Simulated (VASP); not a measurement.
Runs of VASP 6.6.1 on Na. The structure is that of space group Pm-3m (No. 221), or close to it. The cells are those of the table. This isn't the form of Na at room conditions, which is bcc.

| task | cell | k mesh | cutoff (eV) | gap on the mesh (eV) | pressure (GPa) | relaxed volume (Å³/atom) |
| --- | --- | --- | --- | --- | --- | --- |
| relaxation of cell and atoms | relaxed from a = 3.294 Å, 1 atom | 13 × 13 × 13 | 600 | none | 0.0 | (a) |
| single point | a = 3.294 Å, 1 atom | 13 × 13 × 13 | 520 | none | 0.0 | - |
| single point | a = 3.294 Å, 1 atom | 12 × 12 × 12 | 520 | none | 0.0 | - |
| relaxation of cell and atoms | relaxed from a = 3.510 Å, 1 atom | 12 × 12 × 12 | 600 | none | 0.1 | 35.11 |

Alike in all rows: level LDA; potentials or basis VASP PAW LDA potentials, release 64 (Na_pv); no spin polarisation; smearing methfessel-paxton 0.05 eV.

Problem. Fill in the values left out.

Solution. (a) 35.74.

Caveats: the volume moved by over 15 % at a fixed basis, so the end points are rough (at least some runs).

A gap of «none» marks levels without a gap at the run's occupations.
